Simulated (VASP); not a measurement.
# Ti3Al5 (P4mm) in VASP: single point with PBEsol

Aim: the single point of Ti3Al5 with PBEsol.

Program: VASP 6.6.1. These are calculated values, not measurements. Logs are shortened: lines on timing, memory, paths and dates and some standing lists are left out, and cuts for length are marked.

## 1. The cell of the first run

The structure is tetragonal, space group P4mm (No. 99). The conventional cell has a = 3.883 Å, b = 3.883 Å, c = 16.294 Å, α = 90.00°, β = 90.00°, γ = 90.00°. Within 3.6 Å of Ti (site symmetry 4mm) lie 4 Ti at 2.75 Å and 8 Al at 2.83 Å. Within 3.6 Å of Ti (site symmetry 4mm) lie 4 Ti at 2.75 Å and 8 Al at 2.83 Å. Ti (site symmetry 4mm) has 12 Al at 2.75 to 2.86 Å within 3.6 Å. Ti (site symmetry 4mm) has 12 Al at 2.64 to 2.86 Å within 3.5 Å. Ti (site symmetry 4mm) has 4 Ti at 2.75 Å and 8 Al at 2.83 Å within 3.6 Å. Ti (site symmetry 4mm) has 4 Ti at 2.75 Å and 8 Al at 2.83 Å within 3.6 Å. Within 3.5 Å of Al (site symmetry 2mm) lie 6 Ti at 2.64 to 2.83 Å and 6 Al at 2.64 to 2.75 Å. Within 3.6 Å of Al (site symmetry 2mm) lie 6 Al at 2.75 to 2.86 Å and 6 Ti at 2.83 to 2.86 Å.

## 2. Single point, PBEsol (the distance across one plane changed)

The input, INCAR:

```
SYSTEM = Ti3Al5
PREC     = Accurate       ! precision mode
ENCUT    = 520            ! plane-wave cutoff, eV
EDIFF    = 1E-7           ! SCF threshold, eV
ISMEAR   = 0              ! smearing method
SIGMA    = 0.15           ! smearing width, eV
LREAL    = Auto         
LASPH    = .TRUE.         ! aspherical terms in the spheres
NELM     = 80             ! most SCF steps
ALGO     = Fast           ! electronic algorithm
ISIF     = 2              ! what is computed and relaxed
LWAVE    = .FALSE.        ! write WAVECAR
LCHARG   = .FALSE.        ! write CHGCAR
GGA      = PS             ! functional
NBANDS   = 65             ! bands
```

The input, KPOINTS:

```
regular mesh
0
G
  10 10 3
  0 0 0
```

The input, POSCAR:

```
Ti3Al5
1.0
   -3.8832951200      0.0000000000      0.0000000000
    0.0000000000     -3.8832951200      0.0000000000
    0.0000000000      0.0000000000     16.2937699112
Ti Al
6 10
Direct
    1.0000000000      1.0000000000      0.1903411926
    1.0000000000      1.0000000000      0.6995471652
    0.5000000000      0.5000000000      0.4449441789
    0.5000000000      0.5000000000      0.9541501515
    0.5000000000      0.5000000000      0.1903411926
    0.5000000000      0.5000000000      0.6995471652
    0.0000000000      0.5000000000      0.0642371567
    0.0000000000      0.5000000000      0.5734431294
    0.0000000000      0.5000000000      0.3164452284
    0.0000000000      0.5000000000      0.8256512011
    0.5000000000      0.0000000000      0.0642371567
    0.5000000000      0.0000000000      0.5734431294
    0.5000000000      0.0000000000      0.3164452284
    0.5000000000      0.0000000000      0.8256512011
    0.0000000000      0.0000000000      0.4449441789
    0.0000000000      0.0000000000      0.9541501515
```

Potentials or basis: VASP PAW PBE potentials, release 64 (Ti_sv, Al).

Launch:

```
$ cat potpaw_PBE.64/Ti_sv/POTCAR potpaw_PBE.64/Al/POTCAR > POTCAR
$ mpirun -np 1 vasp_std > vasp.out
```

OUTCAR:

```text
SYSTEM = Ti3Al5
   PREC = Accurate
   ENCUT = 520
   EDIFF = 1E-7
   ISMEAR = 0
   LREAL = Auto
   LASPH = .TRUE.
   NELM = 80
   ISIF = 2
   GGA = PS

 ion  position               nearest neighbor table
   1  0.000  0.000  0.190-   5 2.75   5 2.75   5 2.75   5 2.75   9 2.83  13 2.83  13 2.83   9 2.83
                            11 2.83  11 2.83   7 2.83   7 2.83
   2  0.000  0.000  0.700-   6 2.75   6 2.75   6 2.75   6 2.75   8 2.83  12 2.83  12 2.83   8 2.83
                            10 2.83  14 2.83  14 2.83  10 2.83
   3  0.500  0.500  0.445-  15 2.75  15 2.75  15 2.75  15 2.75  12 2.86   8 2.86   8 2.86  12 2.86
                            13 2.86   9 2.86  13 2.86   9 2.86
   4  0.500  0.500  0.954-   7 2.64  11 2.64  11 2.64   7 2.64  16 2.75  16 2.75  16 2.75  16 2.75
                            14 2.86  10 2.86  14 2.86  10 2.86
   5  0.500  0.500  0.190-   1 2.75   1 2.75   1 2.75   1 2.75  13 2.83  13 2.83   9 2.83   9 2.83
                            11 2.83   7 2.83  11 2.83   7 2.83
   6  0.500  0.500  0.700-   2 2.75   2 2.75   2 2.75   2 2.75  12 2.83  12 2.83   8 2.83   8 2.83
                            10 2.83  14 2.83  10 2.83  14 2.83
   7  0.000  0.500  0.064-   4 2.64  16 2.64  16 2.64   4 2.64  11 2.75  11 2.75  11 2.75  11 2.75
                             1 2.83   5 2.83   1 2.83   5 2.83
   8  0.000  0.500  0.573-  12 2.75  12 2.75  12 2.75  12 2.75   6 2.83   6 2.83   2 2.83   2 2.83
                             3 2.86   3 2.86  15 2.86  15 2.86
   9  0.000  0.500  0.316-  13 2.75  13 2.75  13 2.75  13 2.75   5 2.83   5 2.83   1 2.83   1 2.83
                             3 2.86   3 2.86  15 2.86  15 2.86
  10  0.000  0.500  0.826-  14 2.75  14 2.75  14 2.75  14 2.75   6 2.83   6 2.83   2 2.83   2 2.83
                             4 2.86   4 2.86  16 2.86  16 2.86
  11  0.500  0.000  0.064-   4 2.64  16 2.64   4 2.64  16 2.64   7 2.75   7 2.75   7 2.75   7 2.75
                             1 2.83   1 2.83   5 2.83   5 2.83
  12  0.500  0.000  0.573-   8 2.75   8 2.75   8 2.75   8 2.75   6 2.83   2 2.83   2 2.83   6 2.83
                             3 2.86   3 2.86  15 2.86  15 2.86
  13  0.500  0.000  0.316-   9 2.75   9 2.75   9 2.75   9 2.75   5 2.83   1 2.83   1 2.83   5 2.83
                             3 2.86   3 2.86  15 2.86  15 2.86
  14  0.500  0.000  0.826-  10 2.75  10 2.75  10 2.75  10 2.75   6 2.83   2 2.83   2 2.83   6 2.83
                             4 2.86   4 2.86  16 2.86  16 2.86
  15  0.000  0.000  0.445-   3 2.75   3 2.75   3 2.75   3 2.75   8 2.86  12 2.86  12 2.86   8 2.86
                             9 2.86  13 2.86  13 2.86   9 2.86
  16  0.000  0.000  0.954-   7 2.64  11 2.64   7 2.64  11 2.64   4 2.75   4 2.75   4 2.75   4 2.75
                            10 2.86  14 2.86  14 2.86  10 2.86

  LATTYP: Found a simple tetragonal cell.
 ALAT       =     3.8832951200
 C/A-ratio  =     4.1958618667

  Lattice vectors:

 A1 = (  -3.8832951200,   0.0000000000,   0.0000000000)
 A2 = (   0.0000000000,  -3.8832951200,   0.0000000000)
 A3 = (   0.0000000000,   0.0000000000,  16.2937699112)

Analysis of symmetry for initial positions (statically):
=====================================================================
 Subroutine PRICEL returns:
 Original cell was already a primitive cell.

[... 171 lines left out ...]
  Fermi-wavevector in a.u.,A,eV,Ry     =   1.221239  2.307808 20.292074  1.491425
  Thomas-Fermi vector in A             =   2.356429
   LORBIT       =      0    0 simple, 1 ext, 2 COOP (PROOUT), +10 PAW based schemes
   GGA     = PS    functional components
   LHFCALC =     F    Hartree Fock is set to
   AEXX    =    0.0000 exact exchange contribution
   IVDW    =     0    specifies the selected vdW correction
   LEPSILON=     F    determine dielectric tensor
   LRPA    =     F    only Hartree local field effects (RPA)
 non-spin polarized calculation
 RMM-DIIS sequential band-by-band and
 Gauss-broadening in eV      SIGMA  =   0.15
  energy-cutoff  :      520.00
  volume of cell :      245.71
 maximum number of plane-waves:      6670
 NGX is ok and might be reduce to    30
   NGX = 15   NGY = 15   NGZ = 61

 number of electron     102.0000004 magnetization

 Free energy of the ion-electron system (eV)
  ---------------------------------------------------
  ext. energy  EPLUGINS =         0.00000000
  ---------------------------------------------------
  free energy    TOTEN  =       -97.06338688 eV

  energy without entropy =      -96.93507999  energy(sigma->0) =      -96.99923343

 E-fermi :   8.7615     XC(G=0): -11.1607

 val. band max:        8.7589136587   @ k =   0.4000   0.0000   0.0000
 cond. band min:       8.7704149850   @ k =   0.0000   0.0000   0.0000
 fundamental gap:      0.0115013263
 Fermi energy:         8.7614903450

 k-point     1 :       0.0000    0.0000    0.0000
  band No.  band energies     occupation
      1     -47.7023      2.00000
      2     -47.5686      2.00000
      3     -47.5578      2.00000
      4     -47.5491      2.00000
      5     -47.2580      2.00000
      6     -47.2246      2.00000
[... 1573 lines left out ...]
     62      10.7704      0.00000
     63      10.9154      0.00000

 [... further k-points ...]

 [bands above 63 left out]

------------------------ aborting loop because EDIFF is reached ----------------------------------------

  FORCE on cell =-STRESS in cart. coord.  units (eV):
  Direction    XX          YY          ZZ          XY          YZ          ZX
  --------------------------------------------------------------------------------------
  -------------------------------------------------------------------------------------
  Total        2.9035890      2.9035890      6.4364946      0.0000000     -0.0000000      0.0000000
  in kB       18.9331705     18.9331705     41.9698696      0.0000000     -0.0000000      0.0000000
  external PRESSURE =      26.6120702 kB  Pullay stress =       0.0000000 kB

 VOLUME and BASIS-vectors are now :
 -----------------------------------------------------------------------------
  energy-cutoff  :      520.00
  volume of cell :      245.71
      direct lattice vectors                 reciprocal lattice vectors
    -3.883295120  0.000000000  0.000000000    -0.257513264  0.000000000  0.000000000
     0.000000000 -3.883295120  0.000000000     0.000000000 -0.257513264  0.000000000
     0.000000000  0.000000000 16.293769911     0.000000000  0.000000000  0.061373151

 POSITION                                       TOTAL-FORCE (eV/Angst)
 -----------------------------------------------------------------------------------
      0.00000      0.00000      3.10138         0.000000     -0.000000      0.340592
      0.00000      0.00000     11.39826        -0.000000      0.000000     -0.055487
     -1.94165     -1.94165      7.24982         0.000000     -0.000000      0.050170
     -1.94165     -1.94165     15.54670         0.000000     -0.000000     -1.710510
     -1.94165     -1.94165      3.10138         0.000000     -0.000000     -0.227681
     -1.94165     -1.94165     11.39826        -0.000000      0.000000     -0.102721
[... 8 lines left out ...]
      0.00000      0.00000      7.24982         0.000000      0.000000      0.014631
      0.00000      0.00000     15.54670         0.000000      0.000000     -1.080515
 -----------------------------------------------------------------------------------
    total drift:                               -0.000000     -0.000000     -0.028627

  FREE ENERGIE OF THE ION-ELECTRON SYSTEM (eV)
  ---------------------------------------------------
  free  energy   TOTEN  =       -97.0633868750 eV

  energy  without entropy=      -96.9350799906  energy(sigma->0) =      -96.99923343
```

stdout:

```text
POSCAR found type information on POSCAR TiAl
 POSCAR found :  2 types and      16 ions
 scaLAPACK will be used
 -----------------------------------------------------------------------------
[... 83 lines left out ...]
 num prob  num prob  num prob WARNING in EDDRMM: call to ZHEGV failed, returncode =   8  4     19
 num prob  num prob  num prob  num prob  num prob WARNING in EDDRMM: call to ZHEGV failed, returncode =   8  4     21
 num prob  num prob  num prob  num prob  num prob  num prob  num prob  num prob  num prob  num prob  num prob  num prob  num prob  num prob  num prob  num prob  num prob WARNING in EDDRMM: call to ZHEGV failed, returncode =   6  3     29
 num prob  num prob  num prob  num prob  num prob WARNING in EDDRMM: call to ZHEGV failed, returncode =   8  4     22
 num prob WARNING in EDDRMM: call to ZHEGV failed, returncode =   6  3     53
 num prob WARNING in EDDRMM: call to
```

Run time: 28 min. Hardware: 1 thread of Oxide Virtual Turin-like, shared host; peak memory 0.55 GiB.

What came out:

| Property | Result |
| --- | --- |
| Free energy | -97.0634 eV |
| Pressure | 2.7 GPa |
| Largest force | 1.711 eV/Å |
| Band gap on the k mesh | zero (bands 51 and 52 overlap by 1.02 eV) |

Forces in eV/Å, atoms in the order of the input:
```
Ti   0.000  0.000  0.341
Ti   0.000  0.000 -0.055
Ti   0.000  0.000  0.050
Ti   0.000  0.000 -1.711
Ti   0.000  0.000 -0.228
Ti   0.000  0.000 -0.103
Al   0.000  0.000  1.474
Al   0.000  0.000  0.002
Al   0.000  0.000 -0.006
Al   0.000  0.000 -0.084
Al   0.000  0.000  1.474
Al   0.000  0.000  0.002
Al   0.000  0.000 -0.006
Al   0.000  0.000 -0.084
Al   0.000  0.000  0.015
Al   0.000  0.000 -1.081
```

Stress tensor (GPa, compression positive):
```
1.89 0.00 0.00
0.00 1.89 0.00
0.00 0.00 4.20
```

Caveat: the cell differs from its parent crystal (the distance across one plane changed); the PAW data sets were made with another functional, which shifts forces and pressure a little.
